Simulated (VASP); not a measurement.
TaN, 2 atoms in the cell. It takes space group P3m1 (No. 156, trigonal). The conventional cell has a = 2.938 Å, b = 2.938 Å, c = 2.883 Å, α = 90.00°, β = 90.00°, γ = 120.00°. Ta (site symmetry 3m) has 6 N at 2.07 to 2.40 Å within 2.7 Å. Within 2.7 Å of N (site symmetry 3m) lie 6 Ta at 2.07 to 2.40 Å.  This cell differs from its parent crystal: all N atoms moved +0.263 Å, as atom 2 along Cartesian [0 0 1].

| Property | Result |
| --- | --- |
| Program | VASP 6.6.1 |
| Task | single point |
| Functional | PBEsol |
| Potentials or basis | VASP PAW PBE potentials, release 64 (Ta_pv, N) |
| Cutoff | 520 eV |
| k mesh | 18 × 18 × 16 |
| Occupations | gaussian, width 0.15 eV |
| Spin | no spin polarisation |
| Dipole correction | no |
| Further INCAR settings | ALGO = Normal; EDIFF = 1e-06; NBANDS = 15 |

Potentials or basis: VASP PAW PBE potentials, release 64 (Ta_pv, N).

Launch:

```bash
$ cat potpaw_PBE.64/Ta_pv/POTCAR potpaw_PBE.64/N/POTCAR > POTCAR
$ mpirun -np 1 vasp_std > vasp.out
```

Hardware: 1 thread of Intel Xeon 8259CL (shared host).

Problem. How long does it take, and how much memory?

Solution. Wall time 2.1 min on 1 thread of Intel Xeon 8259CL, with other jobs on the host, peak memory 0.28 GiB. Counts: scf iterations 12, k points 522.
